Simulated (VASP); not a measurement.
# Cd in VASP: a series of runs

Aim: see how the results for Cd move with the level of theory and the settings. Levels: LDA, PBE. Tasks: single point.

Everything below comes from runs of VASP 6.6.1. Logs are shortened: lines on timing, memory, paths and dates and some standing lists are left out, and cuts for length are marked.

## (1) The cell of the first run

The typed cell holds 1 atom: a = 3.099 Å, b = 3.117 Å, c = 3.048 Å, α = 109.59°, β = 109.92°, γ = 108.67°.

## (2) Single point, LDA, non-collinear spin, zero start, spin-orbit coupling (the cell strained at random)

INCAR

```
SYSTEM = Cd
PREC = Accurate
ENCUT = 520
EDIFF = 1E-7
ISMEAR = 1
SIGMA = 0.1
LREAL = .False.
LASPH = .True.
NELM = 150
ALGO = Normal
ISIF = 2
LWAVE = .False.
LCHARG = .False.
MAGMOM = 0 0 0
LORBIT = 11
LSORBIT = .True.
GGA_COMPAT = .False.
LORBMOM = .True.
NBANDS = 23
```

KPOINTS

```
Automatic mesh
0
Gamma
  7 7 7
  0 0 0
```

POSCAR

```
Cd
1.0
   -1.7764540000      1.7865220000      1.8040350000
    1.8068060000     -1.7715740000      1.8194390000
    1.7476150000      1.7427360000     -1.7890870000
Cd
1
Direct
   -0.0043660000     -0.0059030000      0.0017480000
```

Potentials or basis: VASP PAW LDA potentials, release 64 (Cd).

Run with:

```bash
cat potpaw_LDA.64/Cd/POTCAR > POTCAR
mpirun -np 1 vasp_ncl > vasp.out
```

OUTCAR:

```text
SYSTEM = Cd
   PREC = Accurate
   ENCUT = 520
   EDIFF = 1E-7
   ISMEAR = 1
   LREAL = .False.
   LASPH = .True.
   NELM = 150
   ISIF = 2
   LORBIT = 11
   LSORBIT = .True.

 ion  position               nearest neighbor table
   1  0.996  0.994  0.002-

  LATTYP: Found a triclinic cell.
 ALAT       =     7.9884090525
 B/A-ratio  =     0.6321353934
 C/A-ratio  =     0.3815900941
 COS(alpha) =     0.0021943407
 COS(beta)  =     0.2521853491
 COS(gamma) =     0.9504210685

  Lattice vectors:

 A1 = (   7.1376810000,  -3.5869340000,   0.0457560000)
 A2 = (   3.5832600000,  -3.5580960000,   0.0154040000)
 A3 = (   1.7476150000,   1.7427360000,  -1.7890870000)

Analysis of symmetry for initial positions (statically):
=====================================================================
 Subroutine PRICEL returns:
 Original cell was already a primitive cell.

 Routine SETGRP: Setting up the symmetry group for a
 triclinic supercell.

 Subroutine GETGRP returns: Found  2 space group operations
 (whereof  1 operations were pure point group operations)
 out of a pool of  2 trial point group operations.

The static configuration has the point symmetry C_1 .
 The point group associated with its full space group is S_2 .

Analysis of symmetry for dynamics (positions and initial velocities):
=====================================================================
 Subroutine PRICEL returns:
 Original cell was already a primitive cell.

 Routine SETGRP: Setting up the symmetry group for a
 triclinic supercell.

 Subroutine GETGRP returns: Found  2 space group operations
 (whereof  1 operations were pure point group operations)
 out of a pool of  2 trial point group operations.

The dynamic configuration has the point symmetry C_1 .
 The point group associated with its full space group is S_2 .

Analysis of structural, dynamic, and magnetic symmetry:
=====================================================================
 Subroutine PRICEL returns:
 Original cell was already a primitive cell.

 Routine SETGRP: Setting up the symmetry group for a
 triclinic supercell.

 Subroutine GETGRP returns: Found  2 space group operations
 (whereof  1 operations were pure point group operations)
 out of a pool of  2 trial point group operations.

The overall configuration has the point symmetry C_1 .
 The point group associated with its full space group is S_2 .

 Subroutine INISYM returns: Found  2 space group operations
 (whereof  1 operations are pure point group operations),
 and found     1 'primitive' translations

----------------------------------------------------------------------------------------

                                     Primitive cell

  volume of cell :      22.7237

  direct lattice vectors                    reciprocal lattice vectors
    -1.776454000  1.786522000  1.804035000    -0.000057290  0.282181246  0.274814637
     1.806806000 -1.771574000  1.819439000     0.279012225  0.001120948  0.273636478
     1.747615000  1.742736000 -1.789087000     0.283687921  0.285678863 -0.003554827

  length of vectors
     3.098708110  3.116629691  3.048297762     0.393890015  0.390801741  0.402621269

  position of ions in fractional coordinates (direct lattice)
     0.995634000  0.994097000  0.001748000

  ion indices of the primitive-cell ions
   primitive index   ion index
                 1           1

----------------------------------------------------------------------------------------

 KPOINTS: Automatic mesh

Automatic generation of k-mesh.
 Grid dimensions read from file:
 generate k-points for:    7    7    7

 Generating k-lattice:

  Cartesian coordinates                     Fractional coordinates (reciprocal lattice)
    -0.000008184  0.040311607  0.039259234     0.142857143  0.000000000 -0.000000000
     0.039858889  0.000160135  0.039090925    -0.000000000  0.142857143  0.000000000
     0.040526846  0.040811266 -0.000507832     0.000000000 -0.000000000  0.142857143

  Length of vectors
     0.056270002  0.055828820  0.057517324

  Shift w.r.t. Gamma in fractional coordinates (k-lattice)
     0.000000000  0.000000000  0.000000000

 Subroutine IBZKPT returns following result:
 ===========================================

 Found    172 irreducible k-points:

 Following reciprocal coordinates:
            Coordinates               Weight
  0.000000  0.000000  0.000000      1.000000
  0.142857  0.000000  0.000000      2.000000
  0.285714 -0.000000  0.000000      2.000000
  0.428571 -0.000000  0.000000      2.000000
 -0.000000  0.142857 -0.000000      2.000000
  0.142857  0.142857  0.000000      2.000000
[... 16 lines left out ...]
 -0.428571  0.428571 -0.000000      2.000000
 -0.285714  0.428571 -0.000000      2.000000
 [... further k-points ...]
   k-points           NKPTS =    172   k-points in BZ     NKDIM =    172   number of bands    NBANDS=     23
   number of dos      NEDOS =    301   number of ions     NIONS =      1
   total plane-waves  NPLWV =  13824
   dimension x,y,z NGX =    24 NGY =   24 NGZ =   24
   dimension x,y,z NGXF=    48 NGYF=   48 NGZF=   48
   ions per type =               1
   NGX,Y,Z   is equivalent  to a cutoff of  12.88, 12.80, 13.09 a.u.
   NGXF,Y,Z  is equivalent  to a cutoff of  25.75, 25.60, 26.18 a.u.
 SYSTEM =  Cd
   PREC   = accura    normal or accurate (medium, high low for compatibility)
   ISTART =      0    job   : 0-new  1-cont  2-samecut
   ICHARG =      2    charge: 1-file 2-atom 10-const
   ISPIN  =      1    spin polarized calculation?
   LNONCOLLINEAR =      T non collinear calculations
   LSORBIT =      T    spin-orbit coupling
   LASPH  =      T    aspherical Exc in radial PAW
   ENCUT  =  520.0 eV  38.22 Ry    6.18 a.u.   5.76  5.79  5.67*2*pi/ulx,y,z
   NELM   =    150;   NELMIN=  2; NELMDL= -5     # of ELM steps
   EDIFF  = 0.1E-06   stopping-criterion for ELM
   LREAL  =      F    real-space projection
   EDIFFG = 0.1E-05   stopping-criterion for IOM
   NSW    =      0    number of steps for IOM
   IBRION =     -1    ionic relax: 0-MD 1-quasi-New 2-CG
   NFREE  =      0    steps in history (QN), initial steepest desc. (CG)
   ISIF   =      2    stress and relaxation
   ISYM   =      2    0-nonsym 1-usesym 2-fastsym
   POTIM  = 0.5000    time-step for ionic-motion
   TEBEG  =    0.0;   TEEND  =   0.0 temperature during run
   PSTRESS=    0.0 pullay stress
   NELECT =      12.0000    total number of electrons
   NUPDOWN=      -1.0000    fix difference up-down
   EMIN   =  10.00;   EMAX   =-10.00  energy-range for DOS
   EFERMI =   0.00;   METHOD = LEGACY
   ISMEAR =     1;   SIGMA  =   0.10  broadening in eV -4-tet -1-fermi 0-gaus
   EFERMI_NEDOS =   21; number of points for ismear=-14 and -15
   IALGO  =     38    algorithm
   IMIX   =      4    mixing-type and parameters
     AMIX     =   0.40;   BMIX     =  1.00
     AMIX_MAG =   1.60;   BMIX_MAG =  1.00
  volume/ion in A,a.u.               =      22.72       153.35
  Fermi-wavevector in a.u.,A,eV,Ry     =   1.323250  2.500580 23.823684  1.750991
  Thomas-Fermi vector in A             =   2.452872
   LORBIT       =     11    0 simple, 1 ext, 2 COOP (PROOUT), +10 PAW based schemes
   GGA     = CA    functional components
   LHFCALC =     F    Hartree Fock is set to
   AEXX    =    0.0000 exact exchange contribution
   IVDW    =     0    specifies the selected vdW correction
   LEPSILON=     F    determine dielectric tensor
   LRPA    =     F    only Hartree local field effects (RPA)
 Methfessel and Paxton  Order N= 1 SIGMA  =   0.10
  energy-cutoff  :      520.00
  volume of cell :       22.72
 maximum number of plane-waves:      1252
   NGX = 11   NGY = 11   NGZ = 11

 number of electron      12.0000000 magnetization       0.0000000      0.0000000      0.0000000

 number of electron      12.0000000 magnetization      -0.0000003      0.0000001     -0.0000018

 number of electron      12.0000000 magnetization       0.0000002     -0.0000002      0.0000030

 Free energy of the ion-electron system (eV)
  ---------------------------------------------------
  ext. energy  EPLUGINS =         0.00000000
  ---------------------------------------------------
  free energy    TOTEN  =        -1.44991674 eV

  energy without entropy =       -1.44994195  energy(sigma->0) =       -1.44992514

 E-fermi :   2.3193     XC(G=0): -11.1148

 val. band max:        2.3033712562   @ k =   0.4286   0.4286   0.2857
 cond. band min:       2.3284481942   @ k =  -0.1429   0.4286   0.2857
 fundamental gap:      0.0250769380
 Fermi energy:         2.3193364064

 k-point     1 :       0.0000    0.0000    0.0000
  band No.  band energies     occupation
      1      -7.0448      1.00000
      2      -7.0448      1.00000
      3      -7.0064      1.00000
      4      -7.0064      1.00000
      5      -6.4789      1.00000
      6      -6.4789      1.00000
[... 15 lines left out ...]
     22      18.3591      0.00000
     23      18.8454      0.00000

 k-point     2 :       0.1429    0.0000    0.0000
  band No.  band energies     occupation
      1      -7.0514      1.00000
      2      -7.0514      1.00000
      3      -6.9736      1.00000
      4      -6.9736      1.00000
      5      -6.4180      1.00000
      6      -6.4180      1.00000
[... 15 lines left out ...]
     22      17.6973      0.00000
     23      18.6277      0.00000

 k-point     3 :       0.2857   -0.0000    0.0000
  band No.  band energies     occupation
      1      -7.1153      1.00000
      2      -7.1153      1.00000
      3      -7.0549      1.00000
      4      -7.0549      1.00000
      5      -6.2015      1.00000
      6      -6.2015      1.00000
[... 15 lines left out ...]
     22      17.0013      0.00000
     23      20.4317      0.00000
[... 495 lines left out ...]
 k-point    23 :      -0.4286    0.4286   -0.0000
  band No.  band energies     occupation
      1      -7.2319      1.00000
      2      -7.2319      1.00000
      3      -7.1976      1.00000
      4      -7.1976      1.00000
      5      -6.1609      1.00000
      6      -6.1609      1.00000
[... 15 lines left out ...]
     22      16.3554      0.00000
     23      23.6893      0.00000

 k-point    24 :      -0.2857    0.4286   -0.0000
  band No.  band energies     occupation
      1      -7.1742      1.00000
      2      -7.1742      1.00000
      3      -7.0389      1.00000
      4      -7.0389      1.00000
      5      -6.2061      1.00000
      6      -6.2061      1.00000
[... 15 lines left out ...]
     22      19.5059      0.00000
     23      20.6789      0.00000

 [... further k-points ...]

------------------------ aborting loop because EDIFF is reached ----------------------------------------

  FORCE on cell =-STRESS in cart. coord.  units (eV):
  Direction    XX          YY          ZZ          XY          YZ          ZX
  --------------------------------------------------------------------------------------
  -------------------------------------------------------------------------------------
  Total       -0.7607633     -1.0508136     -0.3405046     -0.0208648     -0.0455987     -0.0021964
  in kB      -53.6389668    -74.0894811    -24.0078846     -1.4711131     -3.2150162     -0.1548619
  external PRESSURE =     -50.5787775 kB  Pullay stress =       0.0000000 kB

 VOLUME and BASIS-vectors are now :
 -----------------------------------------------------------------------------
  energy-cutoff  :      520.00
  volume of cell :       22.72
      direct lattice vectors                 reciprocal lattice vectors
    -1.776454000  1.786522000  1.804035000    -0.000057290  0.282181246  0.274814637
     1.806806000 -1.771574000  1.819439000     0.279012225  0.001120948  0.273636478
     1.747615000  1.742736000 -1.789087000     0.283687921  0.285678863 -0.003554827

 POSITION                                       TOTAL-FORCE (eV/Angst)
 -----------------------------------------------------------------------------------
      0.03050      0.02065      3.60173         0.000000      0.000000      0.000000
 -----------------------------------------------------------------------------------
    total drift:                               -0.000015     -0.000010     -0.000001

  FREE ENERGIE OF THE ION-ELECTRON SYSTEM (eV)
  ---------------------------------------------------
  free  energy   TOTEN  =        -1.4499167354 eV

  energy  without entropy=       -1.4499419462  energy(sigma->0) =       -1.44992514

 orbital moment (x)

 # of ion     p       d       tot
 ----------------------------------------
  1        -0.000   0.000   0.000
 ----------------------------------------
           -0.000   0.000   0.000

 orbital moment (y)

 # of ion     p       d       tot
 ----------------------------------------
  1        -0.000  -0.000  -0.000
 ----------------------------------------
           -0.000  -0.000  -0.000

 orbital moment (z)

 # of ion     p       d       tot
 ----------------------------------------
  1         0.000  -0.000  -0.000
 ----------------------------------------
            0.000  -0.000  -0.000

 Spin-Orbit-Coupling matrix elements

 Ion:    1  E_soc:     -0.0600462
 l=   1
     0.0000000    -0.0027083    -0.0026009
    -0.0027083     0.0000000    -0.0027013
    -0.0026009    -0.0027013     0.0000000
 l=   2
     0.0000000    -0.0015215     0.0000000    -0.0015207    -0.0058366
    -0.0015215     0.0000000    -0.0043505    -0.0015142    -0.0014544
     0.0000000    -0.0043505     0.0000000    -0.0043598     0.0000000
    -0.0015207    -0.0015142    -0.0043598     0.0000000    -0.0014550
    -0.0058366    -0.0014544     0.0000000    -0.0014550     0.0000000
 l=   3
     0.0000000     0.0000000     0.0000000     0.0000000     0.0000000     0.0000000     0.0000000
     0.0000000     0.0000000     0.0000000     0.0000000     0.0000000     0.0000000     0.0000000
     0.0000000     0.0000000     0.0000000     0.0000000     0.0000000     0.0000000     0.0000000
     0.0000000     0.0000000     0.0000000     0.0000000     0.0000000     0.0000000     0.0000000
     0.0000000     0.0000000     0.0000000     0.0000000     0.0000000     0.0000000     0.0000000
     0.0000000     0.0000000     0.0000000     0.0000000     0.0000000     0.0000000     0.0000000
     0.0000000     0.0000000     0.0000000     0.0000000     0.0000000     0.0000000     0.0000000

 total charge

# of ion       s       p       d       tot
------------------------------------------
    1        0.560   0.252   9.484  10.297

 magnetization (x)

# of ion       s       p       d       tot
------------------------------------------
    1        0.000  -0.000   0.000   0.000

 magnetization (y)

# of ion       s       p       d       tot
------------------------------------------
    1       -0.000   0.000  -0.000  -0.000

 magnetization (z)

# of ion       s       p       d       tot
------------------------------------------
    1        0.000   0.000  -0.000  -0.000
```

Wall time 86 s (1 thread of Intel Xeon Platinum 8375C at 2.90GHz (Ice Lake), shared host); peak memory 0.25 GiB.

What came out:

| Item | Value |
| --- | --- |
| Free energy | -1.4499 eV |
| Pressure | -5.1 GPa |
| Net moment | 0.00 μB per cell |
| Valence electrons inside the program's atomic spheres | Cd 10.30 |

Stress tensor (GPa, compression positive):
```
-5.36 -0.15 -0.02
-0.15 -7.41 -0.32
-0.02 -0.32 -2.40
```

Moments on the atoms (μB; x, y, z):
```
Cd  0.00 0.00 0.00
```

Caveat: the cell differs from its parent crystal (the cell strained at random); the cell stands under tension.

## (3) Single point, PBE (21.81 Å³/atom)

This run uses another cell than the first one, of 21.81 Å³/atom.

INCAR

```
ALGO     = Normal         # electronic algorithm
EDIFF    = 1E-6           # SCF threshold, eV
ENCUT    = 520            # plane-wave cutoff, eV
GGA      = PE             # functional
ISIF     = 2              # what is computed and relaxed
ISMEAR   = -1             # smearing method
LASPH    = T              # aspherical terms in the spheres
LCHARG   = T              # write CHGCAR
LELF     = T              # ELF
LREAL    = F              # projectors in reciprocal space
LVHAR    = T            
LWAVE    = F              # write WAVECAR
NBANDS   = 12             # bands
NELM     = 80             # most SCF steps
PREC     = Accurate       # precision mode
SIGMA    = 0.05           # smearing width, eV
```

KPOINTS

```
k-points
0
Gamma
  10 10 10
```

POSCAR

```
Cd
1.0
   -1.7602065844      1.7602065844      1.7602065844
    1.7602065844     -1.7602065844      1.7602065844
    1.7602065844      1.7602065844     -1.7602065844
Cd
1
Direct
    0.0000000000      0.0000000000      0.0000000000
```

Potentials or basis: VASP PAW PBE potentials, release 64 (Cd).

Run with:

```bash
cat potpaw_PBE.64/Cd/POTCAR > POTCAR
mpirun -np 1 vasp_std > vasp.out
```

Wall time 11 s (1 thread of AMD EPYC 7R43 (Zen 3), shared host); peak memory 0.11 GiB.

The run converged. Its results:

- Free energy: -0.6807 eV
- Pressure: 3.3 GPa
- Band gap on the k mesh: zero (bands 6 and 7 overlap by 4.35 eV)

Levels at points of the mesh, in eV from the Fermi level:
```csv
k point,band 3,band 4,band 5,band 6,band 7,band 8,band 9,band 10
"(0.00, 0.00, 0.00)",-9.45,-9.02,-8.80,-8.80,15.37,15.37,15.37,16.27
"(0.50, 0.00, 0.00)",-8.83,-8.77,-8.36,-2.31,-1.07,9.27,9.90,13.57
"(0.50, 0.50, 0.50)",-8.47,-8.47,-8.47,3.28,3.28,3.28,5.70,7.91
```

Caveat: the cell stands under pressure.

(Continued in part 2 of 2.)
